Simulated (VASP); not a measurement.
Input of a VASP 6.6.1 run:

INCAR

```
ALGO     = Normal         # electronic algorithm
EDIFF    = 1E-6           # SCF threshold, eV
ENCUT    = 520            # plane-wave cutoff, eV
GGA      = PS             # functional
ISIF     = 2              # what is computed and relaxed
ISMEAR   = 0              # smearing method
LASPH    = T              # aspherical terms in the spheres
LCHARG   = F              # write CHGCAR
LREAL    = F              # projectors in reciprocal space
LWAVE    = F              # write WAVECAR
NBANDS   = 11             # bands
NELM     = 80             # most SCF steps
PREC     = Accurate       # precision mode
SIGMA    = 0.15           # smearing width, eV
```

The input KPOINTS:

```
k-points
0
Gamma
  22 22 22
```

File POSCAR:

```
Pt
1.0
   -1.5050090000      1.5050090000      1.5050090000
    1.5050090000     -1.5050090000      1.5050090000
    1.5050090000      1.5050090000     -1.5050090000
Pt
1
Direct
    0.0000000000      0.0000000000      0.0000000000
```

Potentials or basis: VASP PAW PBE potentials, release 64 (Pt).

The run is started by

```sh
$ cat potpaw_PBE.64/Pt/POTCAR > POTCAR
$ mpirun -np 1 vasp_std > vasp.out
```

Q: What does it give for the pressure?

A: 40.0 GPa.

Q: What does it give for the band gap on the k mesh?

A: Zero (band 5 reaches 14.22 eV, above the bottom of band 6 at 11.41 eV).

Caveat: the cell differs from its parent crystal (strain -0.050 along x and y, -0.050 along z); the PAW data sets were made with another functional, which shifts forces and pressure a little; spin-orbit coupling is left out, which moves the levels of the heavy elements.
